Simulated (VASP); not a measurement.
The system is LiCl.

```
Li Cl
1.0
     3.64061    0.00000    0.00000
    -1.82030    3.15286    0.00000
     0.00000    0.00000    4.55052
Li Cl
2 2
Direct
  0.33333 0.66667 0.25000
  0.66667 0.33333 0.75000
  0.66667 0.33333 0.25000
  0.33333 0.66667 0.75000
```

* Program: VASP 6.6.1
* Task: relaxation of cell and atoms
* Functional: PBE
* Potentials or basis: VASP PAW PBE potentials, release 64 (Li_sv, Cl)
* Cutoff: 600 eV
* k mesh: 12 × 12 × 6
* Occupations: fermi-dirac, width 0.02 eV
* Spin: no spin polarisation

At the start: pressure 27.9 GPa; volume 13.06 Å³/atom.

Question: How do energy, volume and symmetry change on relaxing?

Answer: Over 11 steps the energy falls by 413.7 meV/atom and the volume is 19.80 Å³/atom (+51.6 %); space group P6_3/mmc (No. 194, to 0.1 Å) before and after.

Step by step:
```csv
step,energy change (eV),largest force (eV/Å),pressure (GPa),volume (Å³)
1,0.0000,0.0000,27.93,52.23
2,-1.5708,0.0000,3.73,71.40
3,-1.6433,0.0000,1.22,76.23
4,-1.6015,0.0000,-2.16,86.53
5,-1.6543,0.0000,-0.11,79.55
6,-1.6543,0.0000,0.12,78.93
7,-1.6544,0.0000,0.11,78.93
8,-1.6545,0.0000,0.12,78.94
9,-1.6544,0.0000,0.13,78.95
10,-1.6546,0.0000,0.12,78.94
11,-1.6547,0.0000,0.02,79.21
```

Final structure:
```yaml
crystal:
  lattice:
    - [4.17331, 0.00000, 0.00000]
    - [-2.08666, 3.61419, 0.00000]
    - [0.00000, 0.00000, 5.25150]
  atoms:
    - { symbol: Li, position: [0.33333, 0.66667, 0.25000] }
    - { symbol: Li, position: [0.66667, 0.33333, 0.75000] }
    - { symbol: Cl, position: [0.66667, 0.33333, 0.25000] }
    - { symbol: Cl, position: [0.33333, 0.66667, 0.75000] }
```

Caveat: the cutoff is under 1.25 times the usual one of these potentials, so pressure, stress and relaxed cells hold a basis-set (Pulay) error; the volume moved by over 15 % at a fixed basis, so the end points are rough.
